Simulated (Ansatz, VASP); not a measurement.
# Rh in VASP and in Ansatz

Contents of POSCAR:

```
Rh
1.0
    0.0000000000      1.9350721950      1.9350721950
    1.9350721950      0.0000000000      1.9350721950
    1.9350721950      1.9350721950      0.0000000000
Rh
1
Direct
    0.0000000000      0.0000000000      0.0000000000
```

Contents of INCAR.step1:

```
SYSTEM = Rh
PREC = Accurate
ENCUT = 520
EDIFF = 1E-5
ISMEAR = -1
SIGMA = 0.05
LREAL = .False.
LASPH = .True.
NELM = 80
ALGO = Normal
ISIF = 2
LWAVE = .True.
LCHARG = .False.
GGA = PE
NBANDS = 14
```

The input INCAR.step2:

```
SYSTEM = Rh
PREC = Accurate
ENCUT = 520
EDIFF = 1E-6
ISMEAR = -1
SIGMA = 0.05
LREAL = .False.
LASPH = .True.
NELM = 80
ALGO = Normal
ISIF = 2
LWAVE = .False.
LCHARG = .False.
GGA = PE
LHFCALC = .True.
AEXX = 0.25
PRECFOCK = Normal
ISTART = 1
NBANDS = 14
```

The input KPOINTS:

```
Automatic mesh
0
Gamma
  8 8 8
  0 0 0
```

File input:

```
crystal:
  lattice:
    - [0.0, 1.935072195, 1.935072195]
    - [1.935072195, 0.0, 1.935072195]
    - [1.935072195, 1.935072195, 0.0]
  atoms:
    - { symbol: Rh, position: [0.0, 0.0, 0.0] }
hamiltonian:
  xc: pbe0
  pseudopotentials: { kind: paw }
kpoints:
  mp_grid: { grid: [8, 8, 8] }
scf:
  occupations: { method: fermi_dirac, width: 0.05 }
output:
  forces: true
  stress: true
  eigenvalues: true
```

Alike in both runs: task single point; functional PBE0; k mesh 8 × 8 × 8; occupations fermi-dirac, width 0.05 eV; no spin polarisation.

|  | VASP | Ansatz |
| --- | --- | --- |
| version | VASP 6.6.1 | Ansatz 0.2.0 |
| potentials or method | VASP PAW PBE potentials, release 64 (Rh_pv) | Ansatz PAW |
| plane-wave cutoff (eV) | 520 | 420 |
| valence electrons in the cell | 15 | 17 |

```csv
,VASP,Ansatz,Ansatz less VASP
gap on the k mesh at the Fermi level (eV),none,none,-
pressure (GPa),-16.3,-16.8,-0.46
```

A gap of «none» marks a metal or a gap that the smearing closes. The functional is the same, so the differences come from potentials, cutoffs and numerics. VASP's potentials hold 15 valence electrons a cell and Ansatz's 17, so a difference there can come from the potentials and not from the codes.
